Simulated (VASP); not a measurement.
Runs of VASP 6.6.1 on Cu. The structure is that of space group P6_3/mmc (No. 194), or close to it. The cells are those of the table. 

```csv
cell,gap on the mesh (eV),pressure (GPa)
"a = 2.543, b = 2.543, c = 4.126 Å, angles 90.0, 90.0, 120.0°, 2 atoms",none,-8.8
"a = 2.491, b = 2.491, c = 4.043 Å, angles 90.0, 90.0, 120.0°, 2 atoms",none,1.3
"a = 2.567, b = 2.567, c = 4.167 Å, angles 90.0, 90.0, 120.0°, 2 atoms",none,(b)
"a = 2.592, b = 2.592, c = 4.206 Å, angles 90.0, 90.0, 120.0°, 2 atoms",none,(a)
"a = 2.517, b = 2.517, c = 4.085 Å, angles 90.0, 90.0, 120.0°, 2 atoms",none,-4.0
```

Alike in all rows: task single point; level LDA; potentials or basis VASP PAW LDA potentials, release 64 (Cu); no spin polarisation; k mesh 13 × 13 × 7; cutoff (eV) 520; smearing fermi-dirac 0.05 eV.

Task: Fill in the values left out.

Result: (a) -15.7; (b) -12.6.

A gap of «none» marks levels without a gap at the run's occupations.
